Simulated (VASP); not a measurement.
# Se (P3_121) in VASP: notebook

Se is run at these levels: PBEsol; tasks: single point, relaxation of cell and atoms.

Program: VASP 6.6.1. These are calculated values, not measurements. Logs are shortened: lines on timing, memory, paths and dates and some standing lists are left out, and cuts for length are marked.

### Step 1. The cell of the first run

The structure is trigonal, space group P3_121 (No. 152). Conventional cell: a = 4.044 Å, b = 4.044 Å, c = 5.115 Å, α = 90.00°, β = 90.00°, γ = 120.00°. Se (site symmetry 2) has 6 Se at 2.44 to 3.18 Å within 3.2 Å.

### Step 2. Single point, PBEsol

The input, INCAR:

```
PREC = Accurate
ENCUT = 520
EDIFF = 1E-6
ISMEAR = 0
SIGMA = 0.02
LREAL = F
LASPH = T
NELM = 60
ALGO = Normal
ISIF = 2
LWAVE = F
LCHARG = T
GGA = PS
LELF = T
LVHAR = T
NBANDS = 16
```

The input, KPOINTS:

```
Automatic mesh
0
Gamma
  12 12 8
```

The input, POSCAR:

```
Se
1.0
    4.0436139193      0.0000000000      0.0000000000
   -2.0218069597      3.5018723772      0.0000000000
    0.0000000000      0.0000000000      5.1152098077
Se
3
Direct
    0.2486098730      0.0000000000      0.3333333333
    0.0000000000      0.2486098730      0.6666666667
    0.7513901270      0.7513901270      0.0000000000
```

Potentials or basis: VASP PAW PBE potentials, release 64 (Se).

Command:

```bash
cat potpaw_PBE.64/Se/POTCAR > POTCAR
mpirun -np 1 vasp_std > vasp.out
```

OUTCAR:

```text
PREC = Accurate
   ENCUT = 520
   EDIFF = 1E-6
   ISMEAR = 0
   LREAL = F
   LASPH = T
   NELM = 60
   ISIF = 2
   GGA = PS

 ion  position               nearest neighbor table
   1  0.249  0.000  0.333-   3 2.44   2 2.44
   2  0.000  0.249  0.667-   3 2.44   1 2.44
   3  0.751  0.751  0.000-   1 2.44   2 2.44

  LATTYP: Found a hexagonal cell.
 ALAT       =     4.0436139193
 C/A-ratio  =     1.2650094469

  Lattice vectors:

 A1 = (   4.0436139193,   0.0000000000,   0.0000000000)
 A2 = (  -2.0218069597,   3.5018723772,   0.0000000000)
 A3 = (   0.0000000000,   0.0000000000,   5.1152098077)

Analysis of symmetry for initial positions (statically):
=====================================================================
 Subroutine PRICEL returns:
 Original cell was already a primitive cell.

 Routine SETGRP: Setting up the symmetry group for a
 hexagonal supercell.

 Subroutine GETGRP returns: Found  6 space group operations
 (whereof  2 operations were pure point group operations)
 out of a pool of 24 trial point group operations.

The static configuration has the point symmetry C_2 .
 The point group associated with its full space group is D_3 .

Analysis of symmetry for dynamics (positions and initial velocities):
=====================================================================
 Subroutine PRICEL returns:
 Original cell was already a primitive cell.

 Routine SETGRP: Setting up the symmetry group for a
 hexagonal supercell.

 Subroutine GETGRP returns: Found  6 space group operations
 (whereof  2 operations were pure point group operations)
 out of a pool of 24 trial point group operations.

The dynamic configuration has the point symmetry C_2 .
 The point group associated with its full space group is D_3 .

 Subroutine INISYM returns: Found  6 space group operations
 (whereof  2 operations are pure point group operations),
 and found     1 'primitive' translations

----------------------------------------------------------------------------------------

                                     Primitive cell

  volume of cell :      72.4325

  direct lattice vectors                    reciprocal lattice vectors
     4.043613919  0.000000000  0.000000000     0.247303531  0.142780760  0.000000000
    -2.021806960  3.501872377  0.000000000     0.000000000  0.285561520  0.000000000
     0.000000000  0.000000000  5.115209808     0.000000000  0.000000000  0.195495402

  length of vectors
     4.043613919  4.043613919  5.115209808     0.285561520  0.285561520  0.195495402

  position of ions in fractional coordinates (direct lattice)
     0.248609873  0.000000000  0.333333333
     1.000000000  0.248609873  0.666666667
     0.751390127  0.751390127  0.000000000

  ion indices of the primitive-cell ions
   primitive index   ion index
                 1           1
                 2           2
                 3           3

----------------------------------------------------------------------------------------

 KPOINTS: Automatic mesh

Automatic generation of k-mesh.
 Grid dimensions read from file:
 generate k-points for:   12   12    8

 Generating k-lattice:

  Cartesian coordinates                     Fractional coordinates (reciprocal lattice)
     0.020608628  0.011898397  0.000000000     0.083333333 -0.000000000  0.000000000
     0.000000000  0.023796793  0.000000000     0.000000000  0.083333333  0.000000000
     0.000000000  0.000000000  0.024436925     0.000000000  0.000000000  0.125000000

  Length of vectors
     0.023796793  0.023796793  0.024436925

  Shift w.r.t. Gamma in fractional coordinates (k-lattice)
     0.000000000  0.000000000  0.000000000

 Subroutine IBZKPT returns following result:
 ===========================================

 Found    131 irreducible k-points:

 Following reciprocal coordinates:
            Coordinates               Weight
  0.000000  0.000000  0.000000      1.000000
  0.083333  0.000000  0.000000      6.000000
  0.166667 -0.000000  0.000000      6.000000
  0.250000 -0.000000  0.000000      6.000000
  0.333333 -0.000000  0.000000      6.000000
  0.416667 -0.000000  0.000000      6.000000
[... 16 lines left out ...]
  0.166667 -0.000000  0.125000      6.000000
  0.000000  0.166667  0.125000      6.000000
 [... further k-points ...]
   k-points           NKPTS =    131   k-points in BZ     NKDIM =    131   number of bands    NBANDS=     16
   number of dos      NEDOS =    301   number of ions     NIONS =      3
   total plane-waves  NPLWV =  36000
   dimension x,y,z NGX =    30 NGY =   30 NGZ =   40
   dimension x,y,z NGXF=    60 NGYF=   60 NGZF=   80
   ions per type =               3
   NGX,Y,Z   is equivalent  to a cutoff of  12.33, 12.33, 13.00 a.u.
   NGXF,Y,Z  is equivalent  to a cutoff of  24.67, 24.67, 26.00 a.u.
 SYSTEM =  unknown system
   PREC   = accura    normal or accurate (medium, high low for compatibility)
   ISTART =      0    job   : 0-new  1-cont  2-samecut
   ICHARG =      2    charge: 1-file 2-atom 10-const
   ISPIN  =      1    spin polarized calculation?
   LNONCOLLINEAR =      F non collinear calculations
   LSORBIT =      F    spin-orbit coupling
   LASPH  =      T    aspherical Exc in radial PAW
   ENCUT  =  520.0 eV  38.22 Ry    6.18 a.u.   7.52  7.52  9.51*2*pi/ulx,y,z
   NELM   =     60;   NELMIN=  2; NELMDL= -5     # of ELM steps
   EDIFF  = 0.1E-05   stopping-criterion for ELM
   LREAL  =      F    real-space projection
[... 7 lines left out ...]
   TEBEG  =    0.0;   TEEND  =   0.0 temperature during run
   PSTRESS=    0.0 pullay stress
   NELECT =      18.0000    total number of electrons
   NUPDOWN=      -1.0000    fix difference up-down
   EMIN   =  10.00;   EMAX   =-10.00  energy-range for DOS
   EFERMI =   0.00;   METHOD = LEGACY
   ISMEAR =     0;   SIGMA  =   0.02  broadening in eV -4-tet -1-fermi 0-gaus
   EFERMI_NEDOS =   21; number of points for ismear=-14 and -15
   IALGO  =     38    algorithm
   IMIX   =      4    mixing-type and parameters
     AMIX     =   0.40;   BMIX     =  1.00
     AMIX_MAG =   1.60;   BMIX_MAG =  1.00
  volume/ion in A,a.u.               =      24.14       162.93
  Fermi-wavevector in a.u.,A,eV,Ry     =   1.029251  1.945002 14.413428  1.059357
  Thomas-Fermi vector in A             =   2.163289
   LORBIT       =      0    0 simple, 1 ext, 2 COOP (PROOUT), +10 PAW based schemes
   GGA     = PS    functional components
   LHFCALC =     F    Hartree Fock is set to
   AEXX    =    0.0000 exact exchange contribution
   IVDW    =     0    specifies the selected vdW correction
   LEPSILON=     F    determine dielectric tensor
   LRPA    =     F    only Hartree local field effects (RPA)
 non-spin polarized calculation
 Gauss-broadening in eV      SIGMA  =   0.02
  energy-cutoff  :      520.00
  volume of cell :       72.43
 maximum number of plane-waves:      1981
   NGX = 15   NGY = 15   NGZ = 19

 number of electron      18.0000000 magnetization

 Free energy of the ion-electron system (eV)
  ---------------------------------------------------
  ext. energy  EPLUGINS =         0.00000000
  ---------------------------------------------------
  free energy    TOTEN  =       -11.56078901 eV

  energy without entropy =      -11.56078901  energy(sigma->0) =      -11.56078901

 E-fermi :   3.8222     XC(G=0):  -9.6822

 val. band max:        3.7419286097   @ k =   0.4167   0.1667   0.5000
 cond. band min:       4.1940373791   @ k =   0.3333   0.3333   0.5000
 fundamental gap:      0.4521087694
 Fermi energy:         3.8222222751

 k-point     1 :       0.0000    0.0000    0.0000
  band No.  band energies     occupation
      1     -12.3410      2.00000
      2      -8.2312      2.00000
      3      -8.2312      2.00000
      4       0.0304      2.00000
      5       0.2724      2.00000
      6       0.2724      2.00000
[... 8 lines left out ...]
     15      10.5158      0.00000
     16      12.0463      0.00000

 k-point     2 :       0.0833    0.0000    0.0000
  band No.  band energies     occupation
      1     -12.2933      2.00000
      2      -8.2520      2.00000
      3      -8.2193      2.00000
      4      -0.3838      2.00000
      5       0.0430      2.00000
      6       0.2935      2.00000
[... 8 lines left out ...]
     15      10.8503      0.00000
     16      11.8777      0.00000

 k-point     3 :       0.1667   -0.0000    0.0000
  band No.  band energies     occupation
      1     -12.1550      2.00000
      2      -8.3240      2.00000
      3      -8.1859      2.00000
      4      -1.0202      2.00000
      5      -0.3522      2.00000
      6       0.1383      2.00000
[... 8 lines left out ...]
     15      11.4320      0.00000
     16      12.0271      0.00000

 k-point     4 :       0.2500   -0.0000    0.0000
  band No.  band energies     occupation
      1     -11.9430      2.00000
      2      -8.4647      2.00000
      3      -8.1380      2.00000
      4      -1.5176      2.00000
      5      -0.7317      2.00000
      6      -0.0820      2.00000
[... 8 lines left out ...]
     15      11.9310      0.00000
     16      12.6429      0.00000
[... 324 lines left out ...]
 k-point    22 :       0.0000    0.0833    0.1250
  band No.  band energies     occupation
      1     -12.2221      2.00000
      2      -9.0793      2.00000
      3      -7.3905      2.00000
      4      -0.3197      2.00000
      5      -0.2206      2.00000
      6       0.4600      2.00000
[... 8 lines left out ...]
     15      11.0049      0.00000
     16      11.5578      0.00000

 k-point    23 :       0.1667   -0.0000    0.1250
  band No.  band energies     occupation
      1     -12.0859      2.00000
      2      -9.0329      2.00000
      3      -7.5063      2.00000
      4      -0.9679      2.00000
      5      -0.2330      2.00000
      6       0.1990      2.00000
[... 8 lines left out ...]
     15      11.3189      0.00000
     16      11.5389      0.00000

 k-point    24 :       0.0000    0.1667    0.1250
  band No.  band energies     occupation
      1     -12.0844      2.00000
      2      -9.0594      2.00000
      3      -7.4587      2.00000
      4      -0.9578      2.00000
      5      -0.6373      2.00000
      6       0.2551      2.00000
[... 8 lines left out ...]
     15      11.4249      0.00000
     16      12.2063      0.00000

 [... further k-points ...]

------------------------ aborting loop because EDIFF is reached ----------------------------------------

  FORCE on cell =-STRESS in cart. coord.  units (eV):
  Direction    XX          YY          ZZ          XY          YZ          ZX
  --------------------------------------------------------------------------------------
  -------------------------------------------------------------------------------------
  Total        0.0410626      0.0410626      0.1279064     -0.0000000      0.0000000      0.0000000
  in kB        0.9082870      0.9082870      2.8292365     -0.0000000      0.0000000      0.0000000
  external PRESSURE =       1.5486035 kB  Pullay stress =       0.0000000 kB

 VOLUME and BASIS-vectors are now :
 -----------------------------------------------------------------------------
  energy-cutoff  :      520.00
  volume of cell :       72.43
      direct lattice vectors                 reciprocal lattice vectors
     4.043613919  0.000000000  0.000000000     0.247303531  0.142780760  0.000000000
    -2.021806960  3.501872377  0.000000000     0.000000000  0.285561520  0.000000000
     0.000000000  0.000000000  5.115209808     0.000000000  0.000000000  0.195495402

 POSITION                                       TOTAL-FORCE (eV/Angst)
 -----------------------------------------------------------------------------------
      1.00528      0.00000      1.70507         0.027168     -0.000000      0.000000
     -0.50264      0.87060      3.41014        -0.013584      0.023528     -0.000000
      1.51917      2.63127      0.00000        -0.013584     -0.023528      0.000000
 -----------------------------------------------------------------------------------
    total drift:                               -0.000001     -0.000001      0.000000

  FREE ENERGIE OF THE ION-ELECTRON SYSTEM (eV)
  ---------------------------------------------------
  free  energy   TOTEN  =       -11.5607890128 eV

  energy  without entropy=      -11.5607890128  energy(sigma->0) =      -11.56078901
```

Run time: 51 s. Hardware: 1 thread of Intel Xeon 6975P-C (Granite Rapids), shared host; peak memory 0.25 GiB.

What came out:

```
Free energy            : -11.5608 eV
Pressure               : 0.2 GPa
Largest force          : 0.027 eV/Å
Band gap on the k mesh : 0.45 eV
```

Forces in eV/Å, atoms in the order of the input:
```
Se   0.027  0.000  0.000
Se  -0.014  0.024  0.000
Se  -0.014 -0.024  0.000
```

Stress tensor (GPa, compression positive):
```
0.09 0.00 0.00
0.00 0.09 0.00
0.00 0.00 0.28
```

Caveat: the PAW data sets were made with another functional, which shifts forces and pressure a little.

(Continued in part 2 of 2.)
